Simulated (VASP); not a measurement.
# BeAg (Pm-3m) in VASP: notebook

BeAg is run at these levels: PBE; tasks: relaxation of cell and atoms, single point.

Program: VASP 6.6.1. These are calculated values, not measurements. Logs are shortened: lines on timing, memory, paths and dates and some standing lists are left out, and cuts for length are marked.

### 1 The cell of the first run

It takes space group Pm-3m (No. 221, cubic). The conventional cell has a = 3.032 Å, b = 3.032 Å, c = 3.032 Å, α = 90.00°, β = 90.00°, γ = 90.00°. Within 3.5 Å of Be (site symmetry m-3m) lie 8 Ag at 2.63 Å and 6 Be at 3.03 Å. Within 3.5 Å of Ag (site symmetry m-3m) lie 8 Be at 2.63 Å and 6 Ag at 3.03 Å.

### 2 Relaxation of cell and atoms, PBE

INCAR reads:

```
SYSTEM = BeAg
ALGO     = Normal         ! electronic algorithm
EDIFF    = 1E-6           ! SCF threshold, eV
EDIFFG   = -0.04          ! ionic threshold
ENCUT    = 600            ! plane-wave cutoff, eV
GGA      = PE             ! functional
IBRION   = 2              ! ionic algorithm
ISIF     = 3              ! what is computed and relaxed
ISMEAR   = 0              ! smearing method
LASPH    = .TRUE.         ! aspherical terms in the spheres
LCHARG   = .FALSE.        ! write CHGCAR
LREAL    = .FALSE.        ! projectors in reciprocal space
LWAVE    = .FALSE.        ! write WAVECAR
NELM     = 100            ! most SCF steps
NSW      = 90             ! ionic steps
PREC     = Accurate       ! precision mode
SIGMA    = 0.1            ! smearing width, eV
```

KPOINTS reads:

```
k-points
0
G
  6 6 6
  0 0 0
```

POSCAR reads:

```
BeAg
1.0
    3.0315095746      0.0000000000      0.0000000000
    0.0000000000      3.0315095746      0.0000000000
    0.0000000000      0.0000000000      3.0315095746
Be Ag
1 1
Direct
    0.0000000000      0.0000000000      0.0000000000
    0.5000000000      0.5000000000      0.5000000000
```

Potentials or basis: VASP PAW PBE potentials, release 64 (Be, Ag).

Launch:

```console
$ cat potpaw_PBE.64/Be/POTCAR potpaw_PBE.64/Ag/POTCAR > POTCAR
$ mpirun -np 1 vasp_std > vasp.out
```

OUTCAR:

```text
SYSTEM = BeAg
   EDIFF = 1E-6
   EDIFFG = -0.04
   ENCUT = 600
   GGA = PE
   IBRION = 2
   ISIF = 3
   ISMEAR = 0
   LASPH = .TRUE.
   LREAL = .FALSE.
   NELM = 100
   NSW = 90
   PREC = Accurate

 ion  position               nearest neighbor table
   1  0.000  0.000  0.000-   2 2.63   2 2.63   2 2.63   2 2.63   2 2.63   2 2.63   2 2.63   2 2.63

   2  0.500  0.500  0.500-   1 2.63   1 2.63   1 2.63   1 2.63   1 2.63   1 2.63   1 2.63   1 2.63

  LATTYP: Found a simple cubic cell.
 ALAT       =     3.0315095746

  Lattice vectors:

 A1 = (   3.0315095746,   0.0000000000,   0.0000000000)
 A2 = (   0.0000000000,   3.0315095746,   0.0000000000)
 A3 = (   0.0000000000,   0.0000000000,   3.0315095746)

Analysis of symmetry for initial positions (statically):
=====================================================================
 Subroutine PRICEL returns:
 Original cell was already a primitive cell.

 Routine SETGRP: Setting up the symmetry group for a
 simple cubic supercell.

 Subroutine GETGRP returns: Found 48 space group operations
 (whereof 48 operations were pure point group operations)
 out of a pool of 48 trial point group operations.

The static configuration has the point symmetry O_h .

Analysis of symmetry for dynamics (positions and initial velocities):
=====================================================================
 Subroutine PRICEL returns:
 Original cell was already a primitive cell.

 Routine SETGRP: Setting up the symmetry group for a
 simple cubic supercell.

 Subroutine GETGRP returns: Found 48 space group operations
 (whereof 48 operations were pure point group operations)
 out of a pool of 48 trial point group operations.

The dynamic configuration has the point symmetry O_h .

 Subroutine INISYM returns: Found 48 space group operations
 (whereof 48 operations are pure point group operations),
 and found     1 'primitive' translations

----------------------------------------------------------------------------------------

                                     Primitive cell

  volume of cell :      27.8597

  direct lattice vectors                    reciprocal lattice vectors
     3.031509575  0.000000000  0.000000000     0.329868660  0.000000000  0.000000000
     0.000000000  3.031509575  0.000000000     0.000000000  0.329868660  0.000000000
     0.000000000  0.000000000  3.031509575     0.000000000  0.000000000  0.329868660

  length of vectors
     3.031509575  3.031509575  3.031509575     0.329868660  0.329868660  0.329868660

  position of ions in fractional coordinates (direct lattice)
[... 67 lines left out ...]
   ICHARG =      2    charge: 1-file 2-atom 10-const
   ISPIN  =      1    spin polarized calculation?
   LNONCOLLINEAR =      F non collinear calculations
   LSORBIT =      F    spin-orbit coupling
   LASPH  =      T    aspherical Exc in radial PAW
   ENCUT  =  600.0 eV  44.10 Ry    6.64 a.u.   6.05  6.05  6.05*2*pi/ulx,y,z
   NELM   =    100;   NELMIN=  2; NELMDL= -5     # of ELM steps
   EDIFF  = 0.1E-05   stopping-criterion for ELM
   LREAL  =      F    real-space projection
   EDIFFG = -.4E-01   stopping-criterion for IOM
   NSW    =     90    number of steps for IOM
   IBRION =      2    ionic relax: 0-MD 1-quasi-New 2-CG
   NFREE  =      1    steps in history (QN), initial steepest desc. (CG)
   ISIF   =      3    stress and relaxation
   ISYM   =      2    0-nonsym 1-usesym 2-fastsym
   POTIM  = 0.5000    time-step for ionic-motion
   TEBEG  =    0.0;   TEEND  =   0.0 temperature during run
   PSTRESS=    0.0 pullay stress
   NELECT =      13.0000    total number of electrons
   NUPDOWN=      -1.0000    fix difference up-down
   EMIN   =  10.00;   EMAX   =-10.00  energy-range for DOS
   EFERMI =   0.00;   METHOD = LEGACY
   ISMEAR =     0;   SIGMA  =   0.10  broadening in eV -4-tet -1-fermi 0-gaus
   EFERMI_NEDOS =   21; number of points for ismear=-14 and -15
   IALGO  =     38    algorithm
   IMIX   =      4    mixing-type and parameters
     AMIX     =   0.40;   BMIX     =  1.00
     AMIX_MAG =   1.60;   BMIX_MAG =  1.00
  volume/ion in A,a.u.               =      13.93        94.00
  Fermi-wavevector in a.u.,A,eV,Ry     =   1.269785  2.399547 21.937422  1.612355
  Thomas-Fermi vector in A             =   2.402808
   LORBIT       =      0    0 simple, 1 ext, 2 COOP (PROOUT), +10 PAW based schemes
   GGA     = PE    functional components
   LHFCALC =     F    Hartree Fock is set to
   AEXX    =    0.0000 exact exchange contribution
   IVDW    =     0    specifies the selected vdW correction
   LEPSILON=     F    determine dielectric tensor
   LRPA    =     F    only Hartree local field effects (RPA)
 conjugate gradient relaxation of ions
 non-spin polarized calculation
 Gauss-broadening in eV      SIGMA  =   0.10
  energy-cutoff  :      600.00
  volume of cell :       27.86
 maximum number of plane-waves:       952
   NGX = 13   NGY = 13   NGZ = 13

--------------------------------------- Ionic step        1  -------------------------------------------

 number of electron      12.9999995 magnetization

 Free energy of the ion-electron system (eV)
  ---------------------------------------------------
  ext. energy  EPLUGINS =         0.00000000
  ---------------------------------------------------
  free energy    TOTEN  =        -6.04503412 eV

  energy without entropy =       -6.04370925  energy(sigma->0) =       -6.04437168

------------------------ aborting loop because EDIFF is reached ----------------------------------------

  FORCE on cell =-STRESS in cart. coord.  units (eV):
  Direction    XX          YY          ZZ          XY          YZ          ZX
  --------------------------------------------------------------------------------------
  -------------------------------------------------------------------------------------
  Total       -1.4716844     -1.4716844     -1.4716844     -0.0000000      0.0000000     -0.0000000
  in kB      -84.6346937    -84.6346937    -84.6346937     -0.0000000      0.0000000     -0.0000000
  external PRESSURE =     -84.6346937 kB  Pullay stress =       0.0000000 kB
[... 59 lines left out ...]
--------------------------------------- Ionic step        3  -------------------------------------------

 number of electron      13.0000004 magnetization

 Free energy of the ion-electron system (eV)
  ---------------------------------------------------
  ext. energy  EPLUGINS =         0.00000000
  ---------------------------------------------------
  free energy    TOTEN  =        -6.11009200 eV

  energy without entropy =       -6.10882947  energy(sigma->0) =       -6.10946074

 E-fermi :   8.3261     XC(G=0): -11.6619

 val. band max:        8.1004917013   @ k =   0.3333   0.1667   0.0000
 cond. band min:       8.4232981920   @ k =   0.5000   0.3333   0.3333
 fundamental gap:      0.3228064908
 Fermi energy:         8.3261222064

 k-point     1 :       0.0000    0.0000    0.0000
  band No.  band energies     occupation
      1      -1.1514      2.00000
      2       1.7108      2.00000
      3       1.7108      2.00000
      4       3.7235      2.00000
      5       3.7235      2.00000
      6       3.7235      2.00000
      7      12.8018      0.00000
      8      12.8018      0.00000
      9      12.8018      0.00000
     10      20.2607      0.00000
[... 274 lines left out ...]
  FREE ENERGIE OF THE ION-ELECTRON SYSTEM (eV)
  ---------------------------------------------------
  free  energy   TOTEN  =        -6.1100920024 eV

  energy  without entropy=       -6.1088294742  energy(sigma->0) =       -6.10946074

 reached required accuracy - stopping structural energy minimisation
```

CONTCAR:

```text
BeAg
   1.00000000000000
     2.9466160074923096    0.0000000000000000   -0.0000000000000000
    -0.0000000000000000    2.9466160074923100    0.0000000000000000
     0.0000000000000000    0.0000000000000000    2.9466160074923096
  Be              Ag
     1     1
Direct
     0.0000000000000000    0.0000000000000000    0.0000000000000000
     0.5000000000000000    0.5000000000000000    0.5000000000000000

  0.00000000E+00  0.00000000E+00  0.00000000E+00
  0.00000000E+00  0.00000000E+00  0.00000000E+00
```

It took 19 s on 1 thread of Intel Xeon 8259CL, shared host; peak memory 0.15 GiB.

Results:

```
Free energy                           : -6.1101 eV
Relaxed volume                        : 12.79 Å³/atom
Relaxed cell                          : a = 2.947 Å, b = 2.947 Å, c = 2.947 Å, α = 90.00°, β = 90.00°, γ = 90.00°
Space group after relaxing (to 0.1 Å) : Pm-3m (No. 221)
Energy gained by relaxing             : 32.5 meV/atom
Ionic steps                           : 3
Pressure after relaxing               : 0.0 GPa
Band gap on the k mesh                : zero (an odd number of electrons rules out a gap without spin polarisation)
```

Step by step:
| step | energy change (eV) | largest force (eV/Å) | pressure (GPa) | volume (Å³) |
| --- | --- | --- | --- | --- |
| 1 | 0.0000 | 0.0000 | -8.46 | 27.86 |
| 2 | -0.0597 | 0.0000 | 3.01 | 25.00 |
| 3 | -0.0651 | 0.0000 | 0.02 | 25.58 |

Final structure:
```
Be Ag
1.0
     2.94662    0.00000    0.00000
     0.00000    2.94662    0.00000
     0.00000    0.00000    2.94662
Be Ag
1 1
Direct
  0.00000 0.00000 0.00000
  0.50000 0.50000 0.50000
```

### 3 Single point, PBE

This run uses another cell than the first one, of 12.80 Å³/atom.

INCAR reads:

```
SYSTEM = BeAg
ALGO = Fast
EDIFF = 1E-7
ENCUT = 520
GGA = PE
ISIF = 2
ISMEAR = 0
LASPH = .TRUE.
LCHARG = .FALSE.
LREAL = .FALSE.
LWAVE = .FALSE.
NBANDS = 14
NELM = 60
PREC = Accurate
SIGMA = 0.1
```

KPOINTS reads:

```
k-points
0
G
  18 18 18
  0 0 0
```

POSCAR reads:

```
BeAg
1.0
    2.9470952285      0.0000000000      0.0000000000
    0.0000000000      2.9470952285      0.0000000000
    0.0000000000      0.0000000000      2.9470952285
Be Ag
1 1
Direct
    0.0000000000      0.0000000000      0.0000000000
    0.5000000000      0.5000000000      0.5000000000
```

Potentials or basis: VASP PAW PBE potentials, release 64 (Be, Ag).

Launch:

```console
$ cat potpaw_PBE.64/Be/POTCAR potpaw_PBE.64/Ag/POTCAR > POTCAR
$ mpirun -np 1 vasp_std > vasp.out
```

OUTCAR:

```text
SYSTEM = BeAg
   EDIFF = 1E-7
   ENCUT = 520
   GGA = PE
   ISIF = 2
   ISMEAR = 0
   LASPH = .TRUE.
   LREAL = .FALSE.
   NELM = 60
   PREC = Accurate

 ion  position               nearest neighbor table
   1  0.000  0.000  0.000-   2 2.55   2 2.55   2 2.55   2 2.55   2 2.55   2 2.55   2 2.55   2 2.55

   2  0.500  0.500  0.500-   1 2.55   1 2.55   1 2.55   1 2.55   1 2.55   1 2.55   1 2.55   1 2.55

  LATTYP: Found a simple cubic cell.
 ALAT       =     2.9470952285

  Lattice vectors:

 A1 = (   2.9470952285,   0.0000000000,   0.0000000000)
 A2 = (   0.0000000000,   2.9470952285,   0.0000000000)
 A3 = (   0.0000000000,   0.0000000000,   2.9470952285)

Analysis of symmetry for initial positions (statically):
=====================================================================
 Subroutine PRICEL returns:
 Original cell was already a primitive cell.

 Routine SETGRP: Setting up the symmetry group for a
 simple cubic supercell.

 Subroutine GETGRP returns: Found 48 space group operations
 (whereof 48 operations were pure point group operations)
 out of a pool of 48 trial point group operations.

[... 178 lines left out ...]
      6       3.7377      2.00000
      7      12.7914      0.00000
      8      12.7914      0.00000
      9      12.7914      0.00000
     10      20.2523      0.00000
     11      20.2523      0.00000
     12      21.6041      0.00000
     13      29.6984      0.00000
     14      29.6989      0.00000
[... 377 lines left out ...]
      1       0.6038      2.00000
      2       2.0168      2.00000
      3       2.4263      2.00000
      4       3.0656      2.00000
      5       3.1592      2.00000
      6       3.7063      2.00000
      7       7.9261      2.00000
      8      14.1432      0.00000
      9      15.3958      0.00000
     10      19.6316      0.00000
     11      20.9377      0.00000
     12      22.5471      0.00000
     13      23.2414      0.00000
     14      24.5322      0.00000

 [... further k-points ...]

------------------------ aborting loop because EDIFF is reached ----------------------------------------

  FORCE on cell =-STRESS in cart. coord.  units (eV):
  Direction    XX          YY          ZZ          XY          YZ          ZX
  --------------------------------------------------------------------------------------
  -------------------------------------------------------------------------------------
  Total       -0.0140380     -0.0140380     -0.0140380     -0.0000000      0.0000000     -0.0000000
  in kB       -0.8786821     -0.8786821     -0.8786821     -0.0000000      0.0000000     -0.0000000
  external PRESSURE =      -0.8786821 kB  Pullay stress =       0.0000000 kB

 VOLUME and BASIS-vectors are now :
 -----------------------------------------------------------------------------
  energy-cutoff  :      520.00
  volume of cell :       25.60
      direct lattice vectors                 reciprocal lattice vectors
     2.947095228  0.000000000  0.000000000     0.339317166  0.000000000  0.000000000
     0.000000000  2.947095228  0.000000000     0.000000000  0.339317166  0.000000000
     0.000000000  0.000000000  2.947095228     0.000000000  0.000000000  0.339317166

 POSITION                                       TOTAL-FORCE (eV/Angst)
 -----------------------------------------------------------------------------------
      0.00000      0.00000      0.00000         0.000000      0.000000      0.000000
      1.47355      1.47355      1.47355         0.000000      0.000000      0.000000
 -----------------------------------------------------------------------------------
    total drift:                                0.000000     -0.000000     -0.000000

  FREE ENERGIE OF THE ION-ELECTRON SYSTEM (eV)
  ---------------------------------------------------
  free  energy   TOTEN  =        -6.1721192909 eV

  energy  without entropy=       -6.1689567380  energy(sigma->0) =       -6.17053801
```

OSZICAR:

```text
N       E                     dE             d eps       ncg     rms          rms(c)
DAV:   1     0.553543905962E+02    0.55354E+02   -0.63771E+03  6216   0.841E+02
DAV:   2    -0.617554921379E+01   -0.61530E+02   -0.57336E+02  7516   0.189E+02
DAV:   3    -0.723974308825E+01   -0.10642E+01   -0.10619E+01  7492   0.253E+01
DAV:   4    -0.724269171187E+01   -0.29486E-02   -0.29485E-02  7192   0.157E+00
DAV:   5    -0.724272249186E+01   -0.30780E-04   -0.30779E-04  7444   0.154E-01    0.805E+00
RMM:   6    -0.623124537912E+01    0.10115E+01   -0.25815E+00  6233   0.124E+01    0.481E+00
RMM:   7    -0.618629891869E+01    0.44946E-01   -0.72155E-02  6546   0.213E+00    0.248E+00
RMM:   8    -0.617255287014E+01    0.13746E-01   -0.38376E-03  6834   0.572E-01    0.228E-01
RMM:   9    -0.617214517807E+01    0.40769E-03   -0.10821E-03  7208   0.254E-01    0.653E-02
RMM:  10    -0.617212385561E+01    0.21322E-04   -0.10859E-04  7062   0.812E-02    0.391E-02
RMM:  11    -0.617211867133E+01    0.51843E-05   -0.25028E-05  7397   0.300E-02    0.252E-02
RMM:  12    -0.617211948306E+01   -0.81173E-06   -0.75786E-06  7039   0.225E-02    0.332E-03
RMM:  13    -0.617211920226E+01    0.28080E-06   -0.15045E-06  7396   0.737E-03    0.230E-03
RMM:  14    -0.617211929086E+01   -0.88606E-07   -0.21547E-07  4967   0.260E-03
   1 F= -.61721193E+01 E0= -.61705380E+01  d E =-.316255E-02
```

stdout:

```text
POSCAR found type information on POSCAR BeAg
 POSCAR found :  2 types and       2 ions
 scaLAPACK will be used
 LDA part: xc-table for (Slater+PW92), standard interpolation
 POSCAR, INCAR and KPOINTS ok, starting setup
 FFT: planning ... GRIDC
 FFT: planning ... GRID_SOFT
 FFT: planning ... GRID
 WAVECAR not read
 entering main loop
```

Run time: 62 s. Hardware: 1 thread of Intel Xeon 8259CL, shared host; peak memory 0.21 GiB.

Results:

- Free energy: -6.1721 eV
- Pressure: -0.1 GPa
- Band gap on the k mesh: zero (an odd number of electrons rules out a gap without spin polarisation)

Levels at points of the mesh, in eV from the Fermi level:
```
           k point  band 5  band 6  band 7  band 8  band 9  band 10
(0.00, 0.00, 0.00)   -4.52   -4.52    4.54    4.54    4.54    12.00
(0.50, 0.00, 0.00)   -4.92   -4.43   -2.32    8.41    8.41    10.86
(0.50, 0.50, 0.00)   -3.82   -2.12   -2.12    2.93    3.36     7.90
(0.50, 0.50, 0.50)   -3.77    3.72    4.26    4.26    4.26     4.46
```

[end of part 1 of 2]
